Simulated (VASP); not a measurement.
# Cu5Ir3Au2 (P1) in VASP: single point with PBE

Aim: the single point of Cu5Ir3Au2 with PBE.

All numbers are computed with VASP 6.6.1; they aren't measurements. Logs are shortened: lines on timing, memory, paths and dates and some standing lists are left out, and cuts for length are marked.

## (1) The cell of the first run

The typed cell holds 20 atoms: a = 7.208 Å, b = 7.192 Å, c = 7.129 Å, α = 105.80°, β = 106.55°, γ = 116.22°.

## (2) Single point, PBE

Contents of INCAR:

```
SYSTEM = Cu5Ir3Au2
PREC = Accurate ; ENCUT = 520
EDIFF = 1E-6 ; ISMEAR = 0
SIGMA = 0.1 ; LREAL = Auto
LASPH = .True. ; NELM = 60
ALGO = Fast ; ISIF = 2
LWAVE = .False. ; LCHARG = .False.
GGA = PE ; ISYM = 0
NBANDS = 120
```

Contents of KPOINTS:

```
regular mesh
0
Gamma
  4 4 4
  0 0 0
```

Contents of POSCAR:

```
Cu5Ir3Au2
1.0
   -5.8012813737      3.8116781751      1.9432912871
    5.7829977132      3.7959405278     -1.9669175410
   -1.8843768556     -3.7817189989     -5.7416915274
Cu Ir Au
10 6 4
Direct
    0.1067543664      0.7034969933      0.7904545997
    0.1454833810      0.0375986186      0.6980097937
    0.2549182672      0.7463068757      0.4993778889
    0.7002924095      0.8968186037      0.5883340872
    0.3449198911      0.4465157211      0.2983891435
    0.4064746577      0.8060338244      0.2051782600
    0.0086019286      0.0043449493      0.0053014590
    0.8106322556      0.6092092575      0.4050533501
    0.4372772692      0.1363666184      0.0998905623
    0.8894219715      0.3030045219      0.1998240340
    0.5475531366      0.8585364087      0.9026596297
    0.1928582149      0.4063595196      0.5845786379
    0.5876666559      0.1728863815      0.7846924632
    0.3005732473      0.1112011969      0.4162724465
    0.7401803178      0.2427569519      0.4945436073
    0.8521776215      0.9705582374      0.3013832176
    0.0498656574      0.3399546415      0.9037598103
    0.6648287002      0.5700243211      0.6953995548
    0.5007041101      0.4912551760      0.0098079850
    0.9678786950      0.6591278691      0.1123695759
```

Potentials or basis: VASP PAW PBE potentials, release 64 (Cu, Ir, Au).

Launch:

```console
$ cat potpaw_PBE.64/Cu/POTCAR potpaw_PBE.64/Ir/POTCAR potpaw_PBE.64/Au/POTCAR > POTCAR
$ mpirun -np 1 vasp_std > vasp.out
```

OUTCAR:

```text
SYSTEM = Cu5Ir3Au2
   PREC = Accurate
   ENCUT = 520
   EDIFF = 1E-6
   ISMEAR = 0
   LREAL = Auto
   LASPH = .True.
   NELM = 60
   ISIF = 2
   GGA = PE
   ISYM = 0

 ion  position               nearest neighbor table
   1  0.107  0.703  0.790-   2 2.58   3 2.62  11 2.63   8 2.63   9 2.64  12 2.66  18 2.69  15 2.77
                             7 2.77   6 2.78  20 2.79  17 2.84
   2  0.145  0.038  0.698-   1 2.58   8 2.59  14 2.63   7 2.67   4 2.68   9 2.70  13 2.70   3 2.74
                            17 2.74  19 2.75  16 2.77  12 2.89
   3  0.255  0.746  0.499-  12 2.56  13 2.57   1 2.62  20 2.64  11 2.67   6 2.68   5 2.68   4 2.70
                             8 2.70  10 2.71   2 2.74  14 2.75
   4  0.700  0.897  0.588-  18 2.59   6 2.62  16 2.65  15 2.67  13 2.67   8 2.68   2 2.68   3 2.70
                             5 2.71  17 2.71  11 2.79
   5  0.345  0.447  0.298-  12 2.60  19 2.64  17 2.65   7 2.65  14 2.68   3 2.68  18 2.69   4 2.71
                             6 2.72   9 2.75  10 2.76
   6  0.406  0.806  0.205-   9 2.62  15 2.62   4 2.62  20 2.65  16 2.67   3 2.68  11 2.68   5 2.72
                            19 2.78   1 2.78  17 2.79  14 2.83
   7  0.009  0.004  0.005-   9 2.60  17 2.62   5 2.65  18 2.66   2 2.67  16 2.68  20 2.71  14 2.73
                             1 2.77  11 2.79
   8  0.811  0.609  0.405-   2 2.59  18 2.60   1 2.63  19 2.66  10 2.67  20 2.68   4 2.68   3 2.70
                            15 2.74  16 2.81
   9  0.437  0.136  0.100-   7 2.60   6 2.62   1 2.64  11 2.67  15 2.67  19 2.68   2 2.70  10 2.71
                            14 2.72   5 2.75  13 2.78
  10  0.889  0.303  0.200-  16 2.61  12 2.63  20 2.66  15 2.67   8 2.67  11 2.68  17 2.70   9 2.71
                             3 2.71  13 2.72   5 2.76
  11  0.548  0.859  0.903-  13 2.55   1 2.63   9 2.67   3 2.67  10 2.68   6 2.68  16 2.68  12 2.75
                             4 2.79  18 2.79   7 2.79  19 2.85
  12  0.193  0.406  0.585-   3 2.56   5 2.60  16 2.62  10 2.63   1 2.66  14 2.67  15 2.73  11 2.75
                            17 2.82  18 2.83   2 2.89  19 2.91
  13  0.588  0.173  0.785-  11 2.55   3 2.57  14 2.61  15 2.67   4 2.67   2 2.70  10 2.72  17 2.75
                             9 2.78  19 2.84  20 2.94  18 2.94
  14  0.301  0.111  0.416-  13 2.61   2 2.63  12 2.67   5 2.68  16 2.70  15 2.70  20 2.71   9 2.72
                             7 2.73  18 2.74   3 2.75   6 2.83
  15  0.740  0.243  0.495-   6 2.62  16 2.63   4 2.67  13 2.67   9 2.67  10 2.67  14 2.70  12 2.73
                             8 2.74  18 2.76   1 2.77  17 2.79
  16  0.852  0.971  0.301-  10 2.61  12 2.62  15 2.63   4 2.65   6 2.67   7 2.68  11 2.68  14 2.70
                             2 2.77   8 2.81  19 2.83  20 2.86
  17  0.050  0.340  0.904-   7 2.62   5 2.65  10 2.70   4 2.71  19 2.71   2 2.74  13 2.75  20 2.77
                             6 2.79  15 2.79  12 2.82   1 2.84
  18  0.665  0.570  0.695-   4 2.59   8 2.60   7 2.66   5 2.69   1 2.69  14 2.74  15 2.76  11 2.79
                            12 2.83  20 2.84  19 2.89  13 2.94
  19  0.501  0.491  0.010-   5 2.64   8 2.66   9 2.68  17 2.71   2 2.75   6 2.78  20 2.80  16 2.83
                            13 2.84  11 2.85  18 2.89  12 2.91
  20  0.968  0.659  0.112-   3 2.64   6 2.65  10 2.66   8 2.68  14 2.71   7 2.71  17 2.77   1 2.79
                            19 2.80  18 2.84  16 2.86  13 2.94

IMPORTANT INFORMATION: All symmetrisations will be switched off!
NOSYMM: (Re-)initialisation of all symmetry stuff for point group C_1.

----------------------------------------------------------------------------------------

                                     Primitive cell

  volume of cell :     281.6840

  direct lattice vectors                    reciprocal lattice vectors
    -5.801281374  3.811678175  1.943291287    -0.103781011  0.131035503 -0.052245390
     5.782997713  3.795940528 -1.966917541     0.051605698  0.131250135 -0.103383421
    -1.884376856 -3.781718999 -5.741691527    -0.052803409 -0.000612719 -0.156431488

  length of vectors
     7.208338027  7.191730783  7.128765413     0.175129615  0.174865312  0.165104167

  position of ions in fractional coordinates (direct lattice)
     0.106754366  0.703496993  0.790454600
     0.145483381  0.037598619  0.698009794
     0.254918267  0.746306876  0.499377889
     0.700292410  0.896818604  0.588334087
     0.344919891  0.446515721  0.298389144
     0.406474658  0.806033824  0.205178260
[... 12 lines left out ...]
     0.500704110  0.491255176  0.009807985
     0.967878695  0.659127869  0.112369576

  ion indices of the primitive-cell ions
   primitive index   ion index
                 1           1
                 2           2
                 3           3
                 4           4
                 5           5
                 6           6
[... 12 lines left out ...]
                19          19
                20          20

----------------------------------------------------------------------------------------

 KPOINTS: regular mesh

Automatic generation of k-mesh.
 Grid dimensions read from file:
 generate k-points for:    4    4    4

 Generating k-lattice:

  Cartesian coordinates                     Fractional coordinates (reciprocal lattice)
    -0.025945253  0.032758876 -0.013061348     0.250000000  0.000000000 -0.000000000
     0.012901424  0.032812534 -0.025845855     0.000000000  0.250000000  0.000000000
    -0.013200852 -0.000153180 -0.039107872     0.000000000  0.000000000  0.250000000

  Length of vectors
     0.043782404  0.043716328  0.041276042

  Shift w.r.t. Gamma in fractional coordinates (k-lattice)
     0.000000000  0.000000000  0.000000000

 Subroutine IBZKPT returns following result:
 ===========================================

 Found     36 irreducible k-points:

 Following reciprocal coordinates:
            Coordinates               Weight
  0.000000  0.000000  0.000000      1.000000
  0.250000 -0.000000 -0.000000      2.000000
  0.500000 -0.000000 -0.000000      1.000000
  0.000000  0.250000 -0.000000      2.000000
  0.250000  0.250000 -0.000000      2.000000
  0.500000  0.250000 -0.000000      2.000000
[... 16 lines left out ...]
 -0.000000 -0.250000  0.250000      2.000000
  0.250000 -0.250000  0.250000      2.000000
 [... further k-points ...]
   k-points           NKPTS =     36   k-points in BZ     NKDIM =     36   number of bands    NBANDS=    120
   number of dos      NEDOS =    301   number of ions     NIONS =     20
   total plane-waves  NPLWV = 157464
   dimension x,y,z NGX =    54 NGY =   54 NGZ =   54
   dimension x,y,z NGXF=   108 NGYF=  108 NGZF=  108
   ions per type =              10   6   4
   NGX,Y,Z   is equivalent  to a cutoff of  12.45, 12.48, 12.59 a.u.
   NGXF,Y,Z  is equivalent  to a cutoff of  24.91, 24.97, 25.19 a.u.
 SYSTEM =  Cu5Ir3Au2
   PREC   = accura    normal or accurate (medium, high low for compatibility)
   ISTART =      0    job   : 0-new  1-cont  2-samecut
   ICHARG =      2    charge: 1-file 2-atom 10-const
   ISPIN  =      1    spin polarized calculation?
   LNONCOLLINEAR =      F non collinear calculations
   LSORBIT =      F    spin-orbit coupling
   LASPH  =      T    aspherical Exc in radial PAW
   ENCUT  =  520.0 eV  38.22 Ry    6.18 a.u.  13.40 13.37 13.25*2*pi/ulx,y,z
   NELM   =     60;   NELMIN=  2; NELMDL= -5     # of ELM steps
   EDIFF  = 0.1E-05   stopping-criterion for ELM
   LREAL  =      T    real-space projection
   EDIFFG = 0.1E-04   stopping-criterion for IOM
   NSW    =      0    number of steps for IOM
   IBRION =     -1    ionic relax: 0-MD 1-quasi-New 2-CG
   NFREE  =      0    steps in history (QN), initial steepest desc. (CG)
   ISIF   =      2    stress and relaxation
   ISYM   =      0    0-nonsym 1-usesym 2-fastsym
   POTIM  = 0.5000    time-step for ionic-motion
   TEBEG  =    0.0;   TEEND  =   0.0 temperature during run
   PSTRESS=    0.0 pullay stress
   NELECT =     208.0000    total number of electrons
   NUPDOWN=      -1.0000    fix difference up-down
   EMIN   =  10.00;   EMAX   =-10.00  energy-range for DOS
   EFERMI =   0.00;   METHOD = LEGACY
   ISMEAR =     0;   SIGMA  =   0.10  broadening in eV -4-tet -1-fermi 0-gaus
   EFERMI_NEDOS =   21; number of points for ismear=-14 and -15
   IALGO  =     68    algorithm
   IMIX   =      4    mixing-type and parameters
     AMIX     =   0.40;   BMIX     =  1.00
     AMIX_MAG =   1.60;   BMIX_MAG =  1.00
  volume/ion in A,a.u.               =      14.08        95.04
  Fermi-wavevector in a.u.,A,eV,Ry     =   1.479705  2.796238 29.790333  2.189528
  Thomas-Fermi vector in A             =   2.593830
   LORBIT       =      0    0 simple, 1 ext, 2 COOP (PROOUT), +10 PAW based schemes
   GGA     = PE    functional components
   LHFCALC =     F    Hartree Fock is set to
   AEXX    =    0.0000 exact exchange contribution
   IVDW    =     0    specifies the selected vdW correction
   LEPSILON=     F    determine dielectric tensor
   LRPA    =     F    only Hartree local field effects (RPA)
 non-spin polarized calculation
 RMM-DIIS sequential band-by-band and
 Gauss-broadening in eV      SIGMA  =   0.10
  energy-cutoff  :      520.00
  volume of cell :      281.68
 maximum number of plane-waves:      7609
 NGX is ok and might be reduce to    54
   NGX = 27   NGY = 27   NGZ = 27

 number of electron     208.0000015 magnetization

 Free energy of the ion-electron system (eV)
  ---------------------------------------------------
  ext. energy  EPLUGINS =         0.00000000
  ---------------------------------------------------
  free energy    TOTEN  =      -101.21315762 eV

  energy without entropy =     -101.15301618  energy(sigma->0) =     -101.18308690

 E-fermi :   8.2277     XC(G=0): -12.8929

 val. band max:        8.2261494742   @ k =  -0.2500   0.2500  -0.0000
 cond. band min:       8.2334840182   @ k =  -0.0000   0.2500   0.5000
 fundamental gap:      0.0073345440
 Fermi energy:         8.2277394074

 k-point     1 :       0.0000    0.0000    0.0000
  band No.  band energies     occupation
      1      -1.3766      2.00000
      2       1.5587      2.00000
      3       1.7099      2.00000
      4       1.7645      2.00000
      5       1.7734      2.00000
      6       1.8569      2.00000
[... 108 lines left out ...]
    115      10.8363      0.00000
    116      11.3376      0.00000

 k-point     2 :       0.2500   -0.0000   -0.0000
  band No.  band energies     occupation
      1      -1.0238      2.00000
      2       1.1998      2.00000
      3       1.3044      2.00000
      4       1.5304      2.00000
      5       1.7588      2.00000
      6       1.8644      2.00000
[... 2611 lines left out ...]
  band No.  band energies     occupation
      1      -0.7721      2.00000
      2       1.1089      2.00000
      3       1.2592      2.00000
      4       1.4417      2.00000
      5       1.7070      2.00000
      6       1.7379      2.00000
[... 108 lines left out ...]
    115      10.8429      0.00000
    116      11.6580      0.00000

 [... further k-points ...]

 [bands above 116 left out]

------------------------ aborting loop because EDIFF is reached ----------------------------------------

  FORCE on cell =-STRESS in cart. coord.  units (eV):
  Direction    XX          YY          ZZ          XY          YZ          ZX
  --------------------------------------------------------------------------------------
  -------------------------------------------------------------------------------------
  Total        0.3780154      0.4405974      0.5217973      0.0339861      0.0668333      0.0497430
  in kB        2.1500964      2.5060536      2.9679065      0.1933081      0.3801378      0.2829312
  external PRESSURE =       2.5413522 kB  Pullay stress =       0.0000000 kB

 VOLUME and BASIS-vectors are now :
 -----------------------------------------------------------------------------
  energy-cutoff  :      520.00
  volume of cell :      281.68
      direct lattice vectors                 reciprocal lattice vectors
    -5.801281374  3.811678175  1.943291287    -0.103781011  0.131035503 -0.052245390
     5.782997713  3.795940528 -1.966917541     0.051605698  0.131250135 -0.103383421
    -1.884376856 -3.781718999 -5.741691527    -0.052803409 -0.000612719 -0.156431488

 POSITION                                       TOTAL-FORCE (eV/Angst)
 -----------------------------------------------------------------------------------
      1.95950      0.08807     -5.71481         0.012908     -0.021199     -0.004547
     -1.94187     -1.94242     -3.79899         0.008861     -0.006114     -0.014233
      1.89602      1.91610     -3.83982         0.009431      0.000706      0.030724
      0.01506      3.84865     -3.78113        -0.009882     -0.004896      0.013898
      0.01894      1.88125     -1.92124         0.017841      0.015957     -0.006456
      1.91658      3.83308     -1.97357        -0.011388     -0.012989      0.000075
[... 12 lines left out ...]
     -0.08228      3.73621     -0.04956         0.000154     -0.010363      0.008415
     -2.01495      5.76630     -0.06077         0.006045     -0.000433      0.003383
 -----------------------------------------------------------------------------------
    total drift:                               -0.000551     -0.001269     -0.000215

  FREE ENERGIE OF THE ION-ELECTRON SYSTEM (eV)
  ---------------------------------------------------
  free  energy   TOTEN  =      -101.2131576189 eV

  energy  without entropy=     -101.1530161757  energy(sigma->0) =     -101.18308690
```

Wall time 1.5 h (1 thread of Oxide Virtual Turin-like, shared host); peak memory 0.87 GiB.

What came out:

| Quantity | Value |
| --- | --- |
| Free energy | -101.2132 eV |
| Pressure | 0.3 GPa |
| Largest force | 0.038 eV/Å |
| Band gap on the k mesh | zero (bands 104 and 105 overlap by 0.16 eV) |

Forces in eV/Å, atoms in the order of the input:
```
Cu   0.013 -0.021 -0.005
Cu   0.009 -0.006 -0.014
Cu   0.009  0.001  0.031
Cu  -0.010 -0.005  0.014
Cu   0.018  0.016 -0.006
Cu  -0.011 -0.013  0.000
Cu   0.006 -0.001  0.016
Cu   0.008  0.003 -0.001
Cu  -0.011  0.005 -0.005
Cu   0.016  0.014  0.001
Ir  -0.035 -0.014  0.007
Ir  -0.010  0.001 -0.017
Ir   0.010  0.020 -0.031
Ir  -0.006  0.000  0.015
Ir  -0.001  0.016 -0.007
Ir   0.006 -0.024  0.021
Au  -0.008  0.009 -0.013
Au  -0.007  0.011 -0.016
Au   0.000 -0.010  0.008
Au   0.006  0.000  0.003
```

Caveat: spin-orbit coupling is left out, which moves the levels of the heavy elements.
